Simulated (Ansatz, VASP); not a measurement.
Zr in VASP and in Ansatz

```
Zr
1.0
     3.04143    0.00000    0.00000
    -1.52071    2.63395    0.00000
     0.00000    0.00000    5.81221
Zr
2
Direct
  0.33333 0.66667 0.25000
  0.66667 0.33333 0.75000
```

Alike in both runs: task single point; functional PBEsol; k mesh 18 × 18 × 10; occupations gaussian, width 0.15 eV; no spin polarisation.

```csv
,VASP,Ansatz
version,VASP 6.6.1,Ansatz 0.2.0
potentials or method,"VASP PAW PBE potentials, release 64 (Zr_sv), cutoff 520 eV","scalar-relativistic, plane waves, PAW"
valence electrons in the cell,24,24
```

Ansatz gave:

| Quantity | Value |
| --- | --- |
| gap on the k mesh at the Fermi level (eV) | none |
| pressure (GPa) | -3.9 |
| traceless stress, the component that is largest in VASP (GPa) | -4.81 |

Estimate VASP's values.

gap on the k mesh at the Fermi level (eV): none; pressure (GPa): -3.8; traceless stress, the component that is largest in VASP (GPa): -4.86.

VASP's potentials were made for PBE, not for PBEsol. A gap of «none» marks a metal or a gap that the smearing closes.
